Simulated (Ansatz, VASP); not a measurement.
## Two plane-wave programs on SnO

INCAR

```
ALGO = Normal
EDIFF = 1E-6
ENCUT = 520
GGA = PE
ISIF = 2
ISMEAR = 0
LASPH = True
LCHARG = False
LREAL = False
LWAVE = False
NBANDS = 28
NELM = 100
PREC = Accurate
SIGMA = 0.05
```

KPOINTS

```
k-points
0
Gamma
  10 10 8
```

The input POSCAR:

```
SnO
1.0
    3.8681707514      0.0000000000      0.0000000000
    0.0000000000      3.8681707514      0.0000000000
    0.0000000000      0.0000000000      5.0672768981
Sn O
2 2
Direct
    0.0000000000      0.5000000000      0.2287361932
    0.5000000000      0.0000000000      0.7712638068
   -0.0258520129      0.0000000000     -0.0197344653
    0.5000000000      0.5000000000      0.0000000000
```

Input for Ansatz:

```yaml
crystal:
  lattice:
    - [3.8681707514, 0.0, 0.0]
    - [0.0, 3.8681707514, 0.0]
    - [0.0, 0.0, 5.0672768981]
  atoms:
    - { symbol: Sn, position: [0.0, 0.5, 0.2287361932] }
    - { symbol: Sn, position: [0.5, 0.0, 0.7712638068] }
    - { symbol: O, position: [-0.0258520129, 0.0, -0.0197344653] }
    - { symbol: O, position: [0.5, 0.5, 0.0] }
basis:
  ecutwfc: 420
kpoints:
  mp_grid: { grid: [10, 10, 8] }
hamiltonian:
  xc: pbe
scf:
  occupations: { method: gaussian, width: 0.05 }
output:
  forces: true
  stress: true
  eigenvalues: true
```

Alike in both runs: task single point; functional PBE; k mesh 10 × 10 × 8; occupations gaussian, width 0.05 eV; no spin polarisation.

|  | VASP | Ansatz |
| --- | --- | --- |
| version | VASP 6.6.1 | Ansatz 0.2.0 |
| potentials or method | VASP PAW PBE potentials, release 64 (Sn_d, O), cutoff 520 eV | scalar-relativistic, plane waves, PAW |
| valence electrons in the cell | 40 | 40 |

VASP gave:

```
gap on the k mesh at the Fermi level (eV)                     : 0.48
least direct gap on the mesh (eV)                             : 1.91
pressure (GPa)                                                : 0.6
traceless stress, the component that is largest in VASP (GPa) : 1.66
rms of the force components (eV/Å)                            : 0.431
```

What did Ansatz give for the same quantities?

gap on the k mesh at the Fermi level (eV): 0.48; least direct gap on the mesh (eV): 1.94; pressure (GPa): 0.5; traceless stress, the component that is largest in VASP (GPa): 1.60; rms of the force components (eV/Å): 0.421.

Atom by atom the forces differ by 0.032 eV/Å (rms over components).
